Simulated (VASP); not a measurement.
Runs of VASP 6.6.1 on BN (Qingsongite). The structure is that of space group F-43m (No. 216), or close to it. The cells are those of the table. 

```tsv
cell	gap on the mesh (eV)	pressure (GPa)
a = 2.619 Å, angles 60.0°, 2 atoms	4.26	-33.1
a = 2.577 Å, angles 60.0°, 2 atoms	4.31	-18.7
a = 2.639 Å, angles 60.0°, 2 atoms	4.23	-39.2
a = 2.513 Å, angles 60.0°, 2 atoms	(a)	10.6
a = 2.535 Å, angles 60.0°, 2 atoms	4.37	-0.4
a = 2.598 Å, angles 60.0°, 2 atoms	4.28	(b)
a = 2.491 Å, angles 60.0°, 2 atoms	4.43	22.9
a = 2.468 Å, angles 60.0°, 2 atoms	4.46	36.8
```

Alike in all rows: task single point; level LDA; potentials or basis VASP PAW LDA potentials, release 64 (B, N); no spin polarisation; k mesh 8 × 8 × 8; cutoff (eV) 520; smearing gaussian 0.01 eV.

Task: Estimate the missing entries.

Result: (a) 4.40; (b) -26.3.

A k mesh can miss the band edges.
